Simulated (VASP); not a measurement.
Runs of VASP 6.6.1 on Pt. The structure is that of space group I4/mmm (No. 139), or close to it. The cells are those of the table. 

| cell | gap on the mesh (eV) | pressure (GPa) |
| --- | --- | --- |
| a = 2.770, b = 2.770, c = 2.838 Å, angles 59.2, 59.2, 61.6°, 1 atom | none | -6.1 |
| a = 2.772, b = 2.772, c = 2.907 Å, angles 58.4, 58.4, 63.2°, 1 atom | none | (a) |
| a = 2.701, b = 2.701, c = 2.769 Å, angles 59.2, 59.2, 61.7°, 1 atom | none | 17.6 |
| a = 2.772, b = 2.772, c = 2.630 Å, angles 61.7, 61.7, 56.6°, 1 atom | none | 19.9 |

Alike in all rows: task single point; level PBEsol; potentials or basis VASP PAW PBE potentials, release 64 (Pt); no spin polarisation; k mesh 20 × 20 × 20; cutoff (eV) 520; smearing gaussian 0.15 eV.

Task: Estimate the missing entries.

Result: (a) -11.0.

Caveats: the PAW data sets were made with another functional, which shifts forces and pressure a little; spin-orbit coupling is left out, which moves the levels of the heavy elements; the cell stands under tension (at least some runs); the cell stands under pressure (at least some runs).

A k mesh can miss the band edges, and the runs leave out spin-orbit coupling on Pt.

A gap of «none» marks levels without a gap at the run's occupations.
